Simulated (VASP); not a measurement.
Wanted: the native input for a VASP 6.6.1 run.

| Property | Result |
| --- | --- |
| Task | single point |
| Functional | PBE |
| Potentials or basis | VASP PAW PBE potentials, release 64 (C) |
| Cutoff | 520 eV |
| k mesh | 9 × 9 × 6 |
| Occupations | gaussian, width 0.02 eV |
| Spin | no spin polarisation |
| Dipole correction | no |
| Further INCAR settings | ALGO = Normal; EDIFF = 1e-07; NBANDS = 16 |

The structure of C lies in POSCAR:

```
C
1.0
    2.5110554887      0.0000000000      0.0000000000
   -1.2555277443      2.1746378435      0.0000000000
    0.0000000000      0.0000000000      4.2430102239
C
4
Direct
    0.3333333333      0.6666666667     -0.0003907681
    0.6666666667      0.3333333333      0.4996092319
    0.3333333333      0.6666666667      0.3743907681
    0.6666666667      0.3333333333      0.8743907681
```

This cell differs from its parent crystal: strained cell.

The input as run:

INCAR

```
ALGO = Normal ; EDIFF = 1E-7
ENCUT = 520 ; GGA = PE
ISIF = 2 ; ISMEAR = 0
LASPH = True ; LCHARG = False
LREAL = False ; LWAVE = False
NBANDS = 16 ; NELM = 80
PREC = Accurate ; SIGMA = 0.02
```

KPOINTS

```
k-points
0
Gamma
  9 9 6
```

Potentials or basis: VASP PAW PBE potentials, release 64 (C).

Command:

```bash
$ cat potpaw_PBE.64/C/POTCAR > POTCAR
$ mpirun -np 1 vasp_std > vasp.out
```

It gave:

The pressure is -5.4 GPa and the largest force is 0.010 eV/Å. The band gap on the k mesh is 3.40 eV, indirect (least direct gap 4.88 eV).

Caveat: the cell differs from its parent crystal (strained cell).

Run time: 9.2 s on 1 thread of Intel(R) Xeon(R) Platinum 8488C (Sapphire Rapids), on a shared host, peak memory 0.13 GiB.
